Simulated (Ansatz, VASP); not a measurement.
**Two plane-wave programs on Nb3B**

The input INCAR:

```
PREC = Accurate
ENCUT = 600
EDIFF = 1E-6
ISMEAR = 0
SIGMA = 0.1
LREAL = F
LASPH = T
NELM = 100
ALGO = Normal
ISIF = 3
LWAVE = F
LCHARG = F
GGA = PE
IBRION = 2
NSW = 100
EDIFFG = -0.01
```

The input KPOINTS:

```
Automatic mesh
0
Gamma
  12 12 12
```

Contents of POSCAR:

```
Nb3B
1.0
    3.9318872730      0.0000000000      0.0000000000
    0.0000000000      3.9318872730      0.0000000000
    0.0000000000      0.0000000000      3.9318872730
Nb B
3 1
Direct
    0.0000000000      0.5000000000      0.5000000000
    0.5000000000      0.0000000000      0.5000000000
    0.5000000000      0.5000000000      0.0000000000
    0.0000000000      0.0000000000      0.0000000000
```

Input for Ansatz:

```yaml
crystal:
  lattice:
    - [3.931887273, 0.0, 0.0]
    - [0.0, 3.931887273, 0.0]
    - [0.0, 0.0, 3.931887273]
  atoms:
    - { symbol: Nb, position: [0.0, 0.5, 0.5] }
    - { symbol: Nb, position: [0.5, 0.0, 0.5] }
    - { symbol: Nb, position: [0.5, 0.5, 0.0] }
    - { symbol: B, position: [0.0, 0.0, 0.0] }
basis:
  ecutwfc: 420
kpoints:
  mp_grid: { grid: [12, 12, 12] }
hamiltonian:
  xc: pbe
scf:
  occupations: { method: gaussian, width: 0.1 }
output:
  forces: true
  stress: true
  eigenvalues: true
  write_density: true
  write_potential: true
  elf: true
  volumetric_format: npy
relax:
  adjacent_minimum: "off"
  f_tol: 0.01
  max_steps: 80
  cell: { stress_tol: 0.05 }
```

Change from the starting cell: species swapped into the MnZn3 type (Pm-3m, No. 221).

Alike in both runs: task relaxation of cell and atoms; functional PBE; k mesh 12 × 12 × 12; occupations gaussian, width 0.1 eV; no spin polarisation.

|  | VASP | Ansatz |
| --- | --- | --- |
| version | VASP 6.6.1 | Ansatz 0.2.0 |
| potentials or method | VASP PAW PBE potentials, release 64 (Nb_sv, B), cutoff 600 eV | scalar-relativistic, plane waves, PAW |
| valence electrons in the cell | 42 | 42 |

Ansatz gave:

| Item | Value |
| --- | --- |
| gap on the k mesh at the Fermi level, each at its own relaxed structure (eV) | none |
| relaxed volume (Å³/atom) | 15.14 |
| relaxed cell length with the largest relative difference (Å) | 3.927 |

Task: Which values does VASP return?

Result: gap on the k mesh at the Fermi level, each at its own relaxed structure (eV): none; relaxed volume (Å³/atom): 15.11; relaxed cell length with the largest relative difference (Å): 3.925.

A gap of «none» marks a metal or a gap that the smearing closes.
